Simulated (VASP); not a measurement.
# CaF2 (Fm-3m) in VASP: single point with LDA

Aim: the single point of CaF2 with LDA.

All numbers are computed with VASP 6.6.1; they aren't measurements. Logs are shortened: lines on timing, memory, paths and dates and some standing lists are left out, and cuts for length are marked.

## (1) The cell of the first run

Symmetry: Fm-3m, No. 225, cubic system. Conventional cell: a = 5.463 Å, b = 5.463 Å, c = 5.463 Å, α = 90.00°, β = 90.00°, γ = 90.00°. Ca (site symmetry m-3m) has 8 F at 2.37 Å within 3.1 Å. Within 3.1 Å of F (site symmetry -43m) lie 4 Ca at 2.37 Å and 6 F at 2.73 Å.

## (2) Single point, LDA

Contents of INCAR:

```
PREC = Accurate
ENCUT = 520
EDIFF = 1E-6
ISMEAR = 0
SIGMA = 0.05
LREAL = False
LASPH = True
NELM = 60
ALGO = Normal
ISIF = 2
LWAVE = False
LCHARG = False
GGA = CA
NBANDS = 19
```

Contents of KPOINTS:

```
regular mesh
0
Gamma
  8 8 8
```

Contents of POSCAR:

```
CaF2
1.0
    0.0000000000      2.7312500000      2.7312500000
    2.7312500000      0.0000000000      2.7312500000
    2.7312500000      2.7312500000      0.0000000000
Ca F
1 2
Direct
    0.0000000000      0.0000000000      0.0000000000
    0.2500000000      0.2500000000      0.2500000000
    0.7500000000      0.7500000000      0.7500000000
```

Potentials or basis: VASP PAW LDA potentials, release 64 (Ca_sv, F).

Run with:

```
$ cat potpaw_LDA.64/Ca_sv/POTCAR potpaw_LDA.64/F/POTCAR > POTCAR
$ mpirun -np 1 vasp_std > vasp.out
```

OUTCAR:

```text
PREC = Accurate
   ENCUT = 520
   EDIFF = 1E-6
   ISMEAR = 0
   LREAL = False
   LASPH = True
   NELM = 60
   ISIF = 2
   GGA = CA

 ion  position               nearest neighbor table
   1  0.000  0.000  0.000-   2 2.37   3 2.37   3 2.37   3 2.37   3 2.37   2 2.37   2 2.37   2 2.37

   2  0.250  0.250  0.250-   1 2.37   1 2.37   1 2.37   1 2.37
   3  0.750  0.750  0.750-   1 2.37   1 2.37   1 2.37   1 2.37

  LATTYP: Found a face centered cubic cell.
 ALAT       =     5.4625000000

  Lattice vectors:

 A1 = (   0.0000000000,   2.7312500000,   2.7312500000)
 A2 = (   2.7312500000,   0.0000000000,   2.7312500000)
 A3 = (   2.7312500000,   2.7312500000,   0.0000000000)

Analysis of symmetry for initial positions (statically):
=====================================================================
 Subroutine PRICEL returns:
 Original cell was already a primitive cell.

 Routine SETGRP: Setting up the symmetry group for a
 face centered cubic supercell.

 Subroutine GETGRP returns: Found 48 space group operations
 (whereof 48 operations were pure point group operations)
 out of a pool of 48 trial point group operations.

The static configuration has the point symmetry O_h .

Analysis of symmetry for dynamics (positions and initial velocities):
=====================================================================
 Subroutine PRICEL returns:
 Original cell was already a primitive cell.

 Routine SETGRP: Setting up the symmetry group for a
 face centered cubic supercell.

 Subroutine GETGRP returns: Found 48 space group operations
 (whereof 48 operations were pure point group operations)
 out of a pool of 48 trial point group operations.

The dynamic configuration has the point symmetry O_h .

 Subroutine INISYM returns: Found 48 space group operations
 (whereof 48 operations are pure point group operations),
 and found     1 'primitive' translations

----------------------------------------------------------------------------------------

                                     Primitive cell

  volume of cell :      40.7488

  direct lattice vectors                    reciprocal lattice vectors
     0.000000000  2.731250000  2.731250000    -0.183066362  0.183066362  0.183066362
     2.731250000  0.000000000  2.731250000     0.183066362 -0.183066362  0.183066362
     2.731250000  2.731250000  0.000000000     0.183066362  0.183066362 -0.183066362

  length of vectors
     3.862570792  3.862570792  3.862570792     0.317080239  0.317080239  0.317080239
[... 77 lines left out ...]
   ISPIN  =      1    spin polarized calculation?
   LNONCOLLINEAR =      F non collinear calculations
   LSORBIT =      F    spin-orbit coupling
   LASPH  =      T    aspherical Exc in radial PAW
   ENCUT  =  520.0 eV  38.22 Ry    6.18 a.u.   7.18  7.18  7.18*2*pi/ulx,y,z
   NELM   =     60;   NELMIN=  2; NELMDL= -5     # of ELM steps
   EDIFF  = 0.1E-05   stopping-criterion for ELM
   LREAL  =      F    real-space projection
   EDIFFG = 0.1E-04   stopping-criterion for IOM
   NSW    =      0    number of steps for IOM
   IBRION =     -1    ionic relax: 0-MD 1-quasi-New 2-CG
   NFREE  =      0    steps in history (QN), initial steepest desc. (CG)
   ISIF   =      2    stress and relaxation
   ISYM   =      2    0-nonsym 1-usesym 2-fastsym
   POTIM  = 0.5000    time-step for ionic-motion
   TEBEG  =    0.0;   TEEND  =   0.0 temperature during run
   PSTRESS=    0.0 pullay stress
   NELECT =      24.0000    total number of electrons
   NUPDOWN=      -1.0000    fix difference up-down
   EMIN   =  10.00;   EMAX   =-10.00  energy-range for DOS
   EFERMI =   0.00;   METHOD = LEGACY
   ISMEAR =     0;   SIGMA  =   0.05  broadening in eV -4-tet -1-fermi 0-gaus
   EFERMI_NEDOS =   21; number of points for ismear=-14 and -15
   IALGO  =     38    algorithm
   IMIX   =      4    mixing-type and parameters
     AMIX     =   0.40;   BMIX     =  1.00
     AMIX_MAG =   1.60;   BMIX_MAG =  1.00
  volume/ion in A,a.u.               =      13.58        91.66
  Fermi-wavevector in a.u.,A,eV,Ry     =   1.372273  2.593220 25.621575  1.883133
  Thomas-Fermi vector in A             =   2.497895
   LORBIT       =      0    0 simple, 1 ext, 2 COOP (PROOUT), +10 PAW based schemes
   GGA     = CA    functional components
   LHFCALC =     F    Hartree Fock is set to
   AEXX    =    0.0000 exact exchange contribution
   IVDW    =     0    specifies the selected vdW correction
   LEPSILON=     F    determine dielectric tensor
   LRPA    =     F    only Hartree local field effects (RPA)
 non-spin polarized calculation
 Gauss-broadening in eV      SIGMA  =   0.05
  energy-cutoff  :      520.00
  volume of cell :       40.75
 maximum number of plane-waves:      1121
 NGX is ok and might be reduce to    30
   NGX = 15   NGY = 15   NGZ = 15

 number of electron      23.9999987 magnetization

 Free energy of the ion-electron system (eV)
  ---------------------------------------------------
  ext. energy  EPLUGINS =         0.00000000
  ---------------------------------------------------
  free energy    TOTEN  =       -18.95743084 eV

  energy without entropy =      -18.95743084  energy(sigma->0) =      -18.95743084

 E-fermi :  -1.1039     XC(G=0): -10.3706

 val. band max:       -1.3598353862   @ k =   0.5000   0.5000   0.0000
 cond. band min:       5.5419704626   @ k =   0.0000   0.0000   0.0000
 fundamental gap:      6.9018058488
 Fermi energy:        -1.1039397642

 k-point     1 :       0.0000    0.0000    0.0000
  band No.  band energies     occupation
      1     -36.7947      2.00000
      2     -20.8886      2.00000
      3     -20.0708      2.00000
      4     -18.0361      2.00000
      5     -18.0361      2.00000
      6     -18.0361      2.00000
[... 505 lines left out ...]
      6     -17.5782      2.00000
[... 11 lines left out ...]
     18      10.8762      0.00000
     19      12.5042      0.00000

 [... further k-points ...]
[... 5 lines left out ...]
  --------------------------------------------------------------------------------------
  -------------------------------------------------------------------------------------
  Total       -1.5378014     -1.5378014     -1.5378014     -0.0000000     -0.0000000      0.0000000
  in kB      -60.4639437    -60.4639437    -60.4639437     -0.0000000     -0.0000000      0.0000000
  external PRESSURE =     -60.4639437 kB  Pullay stress =       0.0000000 kB

 VOLUME and BASIS-vectors are now :
 -----------------------------------------------------------------------------
  energy-cutoff  :      520.00
  volume of cell :       40.75
      direct lattice vectors                 reciprocal lattice vectors
     0.000000000  2.731250000  2.731250000    -0.183066362  0.183066362  0.183066362
     2.731250000  0.000000000  2.731250000     0.183066362 -0.183066362  0.183066362
     2.731250000  2.731250000  0.000000000     0.183066362  0.183066362 -0.183066362

 POSITION                                       TOTAL-FORCE (eV/Angst)
 -----------------------------------------------------------------------------------
      0.00000      0.00000      0.00000        -0.000000      0.000000     -0.000000
      1.36563      1.36563      1.36563         0.000000      0.000000      0.000000
      4.09688      4.09688      4.09688        -0.000000     -0.000000     -0.000000
 -----------------------------------------------------------------------------------
    total drift:                                0.000000     -0.000000      0.000000

  FREE ENERGIE OF THE ION-ELECTRON SYSTEM (eV)
  ---------------------------------------------------
  free  energy   TOTEN  =       -18.9574308411 eV

  energy  without entropy=      -18.9574308411  energy(sigma->0) =      -18.95743084
```

stdout:

```text
POSCAR found type information on POSCAR CaF
 POSCAR found :  2 types and       3 ions
 scaLAPACK will be used
 LDA part: xc-table for (Slater(with rela. corr.)+CA(PZ))
 , standard interpolation
 POSCAR, INCAR and KPOINTS ok, starting setup
 FFT: planning ... GRIDC
 FFT: planning ... GRID_SOFT
 FFT: planning ... GRID
 WAVECAR not read
 entering main loop
```

Run time: 44 s. Hardware: 1 thread of Intel Xeon 8259CL, shared host; peak memory 0.16 GiB.

Results:

| Quantity | Value |
| --- | --- |
| Free energy | -18.9574 eV |
| Pressure | -6.0 GPa |
| Band gap on the k mesh | 6.90 eV, indirect (least direct gap 7.16 eV) |

Levels at points of the mesh, in eV from the valence-band top:
```csv
k point,band 10,band 11,band 12,band 13,band 14,band 15
"(0.00, 0.00, 0.00)",-0.26,-0.26,-0.26,6.90,9.03,9.03
"(0.50, 0.00, 0.00)",-1.28,-0.85,-0.85,9.25,9.25,9.65
"(0.50, 0.50, 0.00)",-0.38,-0.38,0.00,7.86,9.42,10.01
```

A k mesh can miss the band edges.
